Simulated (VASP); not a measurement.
# Bi (Pm-3m) in VASP: notebook

Runs on Bi. Level: r2SCAN. Tasks: single point.

Program: VASP 6.6.1. These are calculated values, not measurements. Logs are shortened: lines on timing, memory, paths and dates and some standing lists are left out, and cuts for length are marked.

### 1 The cell of the first run

The structure is cubic, space group Pm-3m (No. 221). Conventional cell: a = 3.337 Å, b = 3.337 Å, c = 3.337 Å, α = 90.00°, β = 90.00°, γ = 90.00°. Bi (site symmetry m-3m) has 6 Bi at 3.34 Å within 4.4 Å.

This isn't the form of Bi at room conditions, which is rhombohedral.

### 2 Single point, r2SCAN (37.15 Å³/atom)

POSCAR

```
Bi
1.0
    3.3366859345      0.0000000000      0.0000000000
    0.0000000000      3.3366859345      0.0000000000
    0.0000000000      0.0000000000      3.3366859345
Bi
1
Direct
    0.0000000000      0.0000000000      0.0000000000
```

INCAR.step1

```
SYSTEM = Bi
PREC = Accurate
ENCUT = 520
ISMEAR = -1
SIGMA = 0.1
LREAL = .FALSE.
LASPH = .TRUE.
NELM = 100
NBANDS = 14
GGA = PE
ALGO = Normal
EDIFF = 1E-4
LWAVE = .TRUE.
LCHARG = .FALSE.
```

INCAR.step2

```
SYSTEM = Bi
PREC = Accurate
ENCUT = 520
EDIFF = 1E-6
ISMEAR = -1
SIGMA = 0.1
LREAL = .FALSE.
LASPH = .TRUE.
NELM = 100
ALGO = Normal
ISIF = 2
LWAVE = .FALSE.
LCHARG = .FALSE.
METAGGA = R2SCAN
LMIXTAU = .TRUE.
NBANDS = 14
ISTART = 1
```

KPOINTS

```
regular mesh
0
G
  11 11 11
  0 0 0
```

Potentials or basis: VASP PAW PBE potentials, release 64 (Bi_d).

Run with:

```bash
> cat potpaw_PBE.64/Bi_d/POTCAR > POTCAR
> cp INCAR.step1 INCAR
> mpirun -np 1 vasp_std > vasp.out
> cp INCAR.step2 INCAR
> mpirun -np 1 vasp_std > vasp.out
```

OUTCAR:

```text
SYSTEM = Bi
   PREC = Accurate
   ENCUT = 520
   EDIFF = 1E-6
   ISMEAR = -1
   LREAL = .FALSE.
   LASPH = .TRUE.
   NELM = 100
   ISIF = 2
   METAGGA = R2SCAN
   ISTART = 1

 ion  position               nearest neighbor table
   1  0.000  0.000  0.000-

  LATTYP: Found a simple cubic cell.
 ALAT       =     3.3366859345

  Lattice vectors:

 A1 = (   3.3366859345,   0.0000000000,   0.0000000000)
 A2 = (   0.0000000000,   3.3366859345,   0.0000000000)
 A3 = (   0.0000000000,   0.0000000000,   3.3366859345)

Analysis of symmetry for initial positions (statically):
=====================================================================
 Subroutine PRICEL returns:
 Original cell was already a primitive cell.

 Routine SETGRP: Setting up the symmetry group for a
 simple cubic supercell.

 Subroutine GETGRP returns: Found 48 space group operations
 (whereof 48 operations were pure point group operations)
 out of a pool of 48 trial point group operations.

The static configuration has the point symmetry O_h .

Analysis of symmetry for dynamics (positions and initial velocities):
=====================================================================
 Subroutine PRICEL returns:
 Original cell was already a primitive cell.

 Routine SETGRP: Setting up the symmetry group for a
 simple cubic supercell.

 Subroutine GETGRP returns: Found 48 space group operations
 (whereof 48 operations were pure point group operations)
 out of a pool of 48 trial point group operations.

The dynamic configuration has the point symmetry O_h .

 Subroutine INISYM returns: Found 48 space group operations
 (whereof 48 operations are pure point group operations),
 and found     1 'primitive' translations

----------------------------------------------------------------------------------------

                                     Primitive cell

  volume of cell :      37.1489

  direct lattice vectors                    reciprocal lattice vectors
     3.336685935  0.000000000  0.000000000     0.299698569  0.000000000  0.000000000
     0.000000000  3.336685935  0.000000000     0.000000000  0.299698569  0.000000000
     0.000000000  0.000000000  3.336685935     0.000000000  0.000000000  0.299698569

  length of vectors
     3.336685935  3.336685935  3.336685935     0.299698569  0.299698569  0.299698569

  position of ions in fractional coordinates (direct lattice)
     0.000000000  0.000000000  0.000000000

  ion indices of the primitive-cell ions
   primitive index   ion index
[... 81 lines left out ...]
   POTIM  = 0.5000    time-step for ionic-motion
   TEBEG  =    0.0;   TEEND  =   0.0 temperature during run
   PSTRESS=    0.0 pullay stress
   NELECT =      15.0000    total number of electrons
   NUPDOWN=      -1.0000    fix difference up-down
   EMIN   =  10.00;   EMAX   =-10.00  energy-range for DOS
   EFERMI =   0.00;   METHOD = LEGACY
   ISMEAR =    -1;   SIGMA  =   0.10  broadening in eV -4-tet -1-fermi 0-gaus
   EFERMI_NEDOS =   21; number of points for ismear=-14 and -15
   IALGO  =     38    algorithm
   IMIX   =      4    mixing-type and parameters
     AMIX     =   0.40;   BMIX     =  1.00
     AMIX_MAG =   1.60;   BMIX_MAG =  1.00
  volume/ion in A,a.u.               =      37.15       250.69
  Fermi-wavevector in a.u.,A,eV,Ry     =   1.210013  2.286592 19.920707  1.464131
  Thomas-Fermi vector in A             =   2.345572
   LORBIT       =      0    0 simple, 1 ext, 2 COOP (PROOUT), +10 PAW based schemes
   METAGGA = R2SCAN    functional components
   LHFCALC =     F    Hartree Fock is set to
   AEXX    =    0.0000 exact exchange contribution
   IVDW    =     0    specifies the selected vdW correction
   LEPSILON=     F    determine dielectric tensor
   LRPA    =     F    only Hartree local field effects (RPA)
 non-spin polarized calculation
  energy-cutoff  :      520.00
  volume of cell :       37.15
 maximum number of plane-waves:      1021
 NGX is ok and might be reduce to    28
   NGX = 13   NGY = 13   NGZ = 13

 number of electron      15.0000004 magnetization

 Free energy of the ion-electron system (eV)
  ---------------------------------------------------
  ext. energy  EPLUGINS =         0.00000000
  ---------------------------------------------------
  free energy    TOTEN  =       -58.40796735 eV

  energy without entropy =      -58.38684114  energy(sigma->0) =      -58.39740425

 E-fermi :   5.5663     XC(G=0):  -9.9927

 val. band max:        5.5110098346   @ k =   0.1818   0.0909   0.0000
 cond. band min:       5.6025483554   @ k =   0.4545   0.2727   0.1818
 fundamental gap:      0.0915385208
 Fermi energy:         5.5663364645

 k-point     1 :       0.0000    0.0000    0.0000
  band No.  band energies     occupation
      1     -17.9437      2.00000
      2     -17.9437      2.00000
      3     -17.6671      2.00000
      4     -17.6671      2.00000
      5     -17.6671      2.00000
      6      -7.5931      2.00000
      7       8.7066      0.00000
      8       8.7066      0.00000
      9       8.7066      0.00000
     10      12.2022      0.00000
     11      13.6328      0.00000
     12      13.6328      0.00000
     13      23.2269      0.00000
     14      23.2269      0.00000
[... 377 lines left out ...]
      1     -17.9091      2.00000
      2     -17.7976      2.00000
      3     -17.7138      2.00000
      4     -17.7133      2.00000
      5     -17.6751      2.00000
      6      -6.5781      2.00000
      7       3.6749      2.00000
      8       8.3915      0.00000
      9       8.5209      0.00000
     10      14.9196      0.00000
     11      15.6703      0.00000
     12      17.6547      0.00000
     13      17.8521      0.00000
     14      20.5852      0.00000

 [... further k-points ...]

------------------------ aborting loop because EDIFF is reached ----------------------------------------

  FORCE on cell =-STRESS in cart. coord.  units (eV):
  Direction    XX          YY          ZZ          XY          YZ          ZX
  --------------------------------------------------------------------------------------
  -------------------------------------------------------------------------------------
  Total       -0.7354353     -0.7354353     -0.7354353      0.0000000      0.0000000     -0.0000000
  in kB      -31.7182388    -31.7182388    -31.7182388      0.0000000      0.0000000     -0.0000000
  external PRESSURE =     -31.7182388 kB  Pullay stress =       0.0000000 kB

 VOLUME and BASIS-vectors are now :
 -----------------------------------------------------------------------------
  energy-cutoff  :      520.00
  volume of cell :       37.15
      direct lattice vectors                 reciprocal lattice vectors
     3.336685935  0.000000000  0.000000000     0.299698569  0.000000000  0.000000000
     0.000000000  3.336685935  0.000000000     0.000000000  0.299698569  0.000000000
     0.000000000  0.000000000  3.336685935     0.000000000  0.000000000  0.299698569

 POSITION                                       TOTAL-FORCE (eV/Angst)
 -----------------------------------------------------------------------------------
      0.00000      0.00000      0.00000         0.000000      0.000000      0.000000
 -----------------------------------------------------------------------------------
    total drift:                               -0.000000     -0.000000     -0.000000

  FREE ENERGIE OF THE ION-ELECTRON SYSTEM (eV)
  ---------------------------------------------------
  free  energy   TOTEN  =       -58.4079673507 eV

  energy  without entropy=      -58.3868411418  energy(sigma->0) =      -58.39740425
```

OSZICAR.step1:

```text
N       E                     dE             d eps       ncg     rms          rms(c)
DAV:   1     0.113172288623E+03    0.11317E+03   -0.77473E+03  1574   0.116E+03
DAV:   2     0.305300445460E+01   -0.11012E+03   -0.10667E+03  1652   0.324E+02
DAV:   3    -0.365792047051E+01   -0.67109E+01   -0.66909E+01  1964   0.808E+01
DAV:   4    -0.382305036623E+01   -0.16513E+00   -0.16509E+00  2014   0.137E+01
DAV:   5    -0.383052388676E+01   -0.74735E-02   -0.74734E-02  2298   0.261E+00    0.517E-01
DAV:   6    -0.383092165816E+01   -0.39777E-03   -0.62435E-03  2138   0.106E+00    0.317E-01
DAV:   7    -0.383251194550E+01   -0.15903E-02   -0.41567E-03  2108   0.888E-01    0.822E-02
DAV:   8    -0.383263910298E+01   -0.12716E-03   -0.50213E-04  2048   0.316E-01    0.895E-03
DAV:   9    -0.383263924062E+01   -0.13763E-06   -0.10244E-05  1354   0.384E-02
   1 F= -.38326392E+01 E0= -.38210457E+01  d E =-.231871E-01
```

It took 72 s on 1 thread of Intel Xeon 6975P-C (Granite Rapids), shared host; peak memory 0.17 GiB.

What came out:

```
Free energy            : -58.4080 eV
Pressure               : -3.2 GPa
Band gap on the k mesh : zero (an odd number of electrons rules out a gap without spin polarisation)
```

Caveat: the cell stands under tension; the PAW data sets were made with another functional, which shifts forces and pressure a little; spin-orbit coupling is left out, which moves the levels of the heavy elements.

### 3 Single point, r2SCAN (38.52 Å³/atom)

This run uses another cell than the first one, of 38.52 Å³/atom.

POSCAR

```
Bi
1.0
    3.3773812371      0.0000000000      0.0000000000
    0.0000000000      3.3773812371      0.0000000000
    0.0000000000      0.0000000000      3.3773812371
Bi
1
Direct
    0.0000000000      0.0000000000      0.0000000000
```

INCAR.step1

```
PREC = Accurate ; ENCUT = 520
ISMEAR = -1 ; SIGMA = 0.1
LREAL = False ; LASPH = True
NELM = 80 ; NBANDS = 14
GGA = PE ; ALGO = Normal
EDIFF = 1E-4 ; LWAVE = True
LCHARG = False
```

INCAR.step2

```
PREC = Accurate ; ENCUT = 520
EDIFF = 1E-6 ; ISMEAR = -1
SIGMA = 0.1 ; LREAL = False
LASPH = True ; NELM = 80
ALGO = Normal ; ISIF = 2
LWAVE = False ; LCHARG = False
METAGGA = R2SCAN ; LMIXTAU = True
NBANDS = 14 ; ISTART = 1
```

KPOINTS

```
Automatic mesh
0
Gamma
  11 11 11
```

Potentials or basis: VASP PAW PBE potentials, release 64 (Bi_d).

Run with:

```bash
> cat potpaw_PBE.64/Bi_d/POTCAR > POTCAR
> cp INCAR.step1 INCAR
> mpirun -np 1 vasp_std > vasp.out
> cp INCAR.step2 INCAR
> mpirun -np 1 vasp_std > vasp.out
```

OUTCAR:

```text
PREC = Accurate
   ENCUT = 520
   EDIFF = 1E-6
   ISMEAR = -1
   LREAL = False
   LASPH = True
   NELM = 80
   ISIF = 2
   METAGGA = R2SCAN
   ISTART = 1

 ion  position               nearest neighbor table
   1  0.000  0.000  0.000-

  LATTYP: Found a simple cubic cell.
 ALAT       =     3.3773812371

  Lattice vectors:

 A1 = (   3.3773812371,   0.0000000000,   0.0000000000)
 A2 = (   0.0000000000,   3.3773812371,   0.0000000000)
 A3 = (   0.0000000000,   0.0000000000,   3.3773812371)

Analysis of symmetry for initial positions (statically):
=====================================================================
 Subroutine PRICEL returns:
 Original cell was already a primitive cell.

 Routine SETGRP: Setting up the symmetry group for a
 simple cubic supercell.

 Subroutine GETGRP returns: Found 48 space group operations
 (whereof 48 operations were pure point group operations)
 out of a pool of 48 trial point group operations.

The static configuration has the point symmetry O_h .

Analysis of symmetry for dynamics (positions and initial velocities):
=====================================================================
 Subroutine PRICEL returns:
 Original cell was already a primitive cell.

 Routine SETGRP: Setting up the symmetry group for a
 simple cubic supercell.

 Subroutine GETGRP returns: Found 48 space group operations
 (whereof 48 operations were pure point group operations)
 out of a pool of 48 trial point group operations.

The dynamic configuration has the point symmetry O_h .

 Subroutine INISYM returns: Found 48 space group operations
 (whereof 48 operations are pure point group operations),
 and found     1 'primitive' translations

----------------------------------------------------------------------------------------

                                     Primitive cell

  volume of cell :      38.5248

[... 112 lines left out ...]
   LHFCALC =     F    Hartree Fock is set to
   AEXX    =    0.0000 exact exchange contribution
   IVDW    =     0    specifies the selected vdW correction
   LEPSILON=     F    determine dielectric tensor
   LRPA    =     F    only Hartree local field effects (RPA)
 non-spin polarized calculation
  energy-cutoff  :      520.00
  volume of cell :       38.52
 maximum number of plane-waves:      1052
 NGX is ok and might be reduce to    28
   NGX = 13   NGY = 13   NGZ = 13

 number of electron      15.0000002 magnetization

 Free energy of the ion-electron system (eV)
  ---------------------------------------------------
  ext. energy  EPLUGINS =         0.00000000
  ---------------------------------------------------
  free energy    TOTEN  =       -58.37611327 eV

  energy without entropy =      -58.35425611  energy(sigma->0) =      -58.36518469

 E-fermi :   5.1736     XC(G=0):  -9.8152

 val. band max:        5.1355300602   @ k =   0.1818   0.0909   0.0000
 cond. band min:       5.2000072755   @ k =   0.4545   0.2727   0.1818
 fundamental gap:      0.0644772153
 Fermi energy:         5.1736433860

 k-point     1 :       0.0000    0.0000    0.0000
  band No.  band energies     occupation
      1     -18.2915      2.00000
      2     -18.2915      2.00000
      3     -18.0465      2.00000
      4     -18.0465      2.00000
      5     -18.0465      2.00000
      6      -7.7680      2.00000
      7       8.2199      0.00000
      8       8.2199      0.00000
      9       8.2199      0.00000
     10      11.6134      0.00000
     11      13.1477      0.00000
     12      13.1477      0.00000
     13      22.6924      0.00000
     14      22.6924      0.00000
[... 377 lines left out ...]
      1     -18.2608      2.00000
      2     -18.1607      2.00000
      3     -18.0878      2.00000
      4     -18.0874      2.00000
      5     -18.0536      2.00000
      6      -6.8078      2.00000
      7       3.3660      2.00000
      8       7.8995      0.00000
      9       8.0370      0.00000
     10      14.3139      0.00000
     11      15.1375      0.00000
     12      17.0410      0.00000
     13      17.3189      0.00000
     14      19.9214      0.00000

 [... further k-points ...]

------------------------ aborting loop because EDIFF is reached ----------------------------------------

  FORCE on cell =-STRESS in cart. coord.  units (eV):
  Direction    XX          YY          ZZ          XY          YZ          ZX
  --------------------------------------------------------------------------------------
  -------------------------------------------------------------------------------------
  Total       -1.0451834     -1.0451834     -1.0451834      0.0000000     -0.0000000      0.0000000
  in kB      -43.4673182    -43.4673182    -43.4673182      0.0000000     -0.0000000      0.0000000
  external PRESSURE =     -43.4673182 kB  Pullay stress =       0.0000000 kB

 VOLUME and BASIS-vectors are now :
 -----------------------------------------------------------------------------
  energy-cutoff  :      520.00
  volume of cell :       38.52
      direct lattice vectors                 reciprocal lattice vectors
     3.377381237  0.000000000  0.000000000     0.296087391  0.000000000  0.000000000
     0.000000000  3.377381237  0.000000000     0.000000000  0.296087391  0.000000000
     0.000000000  0.000000000  3.377381237     0.000000000  0.000000000  0.296087391

 POSITION                                       TOTAL-FORCE (eV/Angst)
 -----------------------------------------------------------------------------------
      0.00000      0.00000      0.00000         0.000000      0.000000      0.000000
 -----------------------------------------------------------------------------------
    total drift:                               -0.000000     -0.000000     -0.000000

  FREE ENERGIE OF THE ION-ELECTRON SYSTEM (eV)
  ---------------------------------------------------
  free  energy   TOTEN  =       -58.3761132654 eV

  energy  without entropy=      -58.3542561138  energy(sigma->0) =      -58.36518469
```

It took 94 s on 1 thread of Intel Xeon 6975P-C (Granite Rapids), shared host; peak memory 0.17 GiB.

What came out:

| Property | Result |
| --- | --- |
| Free energy | -58.3761 eV |
| Pressure | -4.3 GPa |
| Band gap on the k mesh | zero (an odd number of electrons rules out a gap without spin polarisation) |

Levels at points of the mesh, in eV from the Fermi level:
```
           k point  band 3  band 4  band 5  band 6  band 7  band 8  band 9  band 10  band 11  band 12
(0.00, 0.00, 0.00)  -23.22  -23.22  -23.22  -12.94    3.05    3.05    3.05     6.44     7.97     7.97
```

Caveat: the cell stands under tension; the PAW data sets were made with another functional, which shifts forces and pressure a little; spin-orbit coupling is left out, which moves the levels of the heavy elements.

(Part 1 of 2 ends here.)

The gap in the log of VASP goes by the Fermi energy; the results here count the filled bands.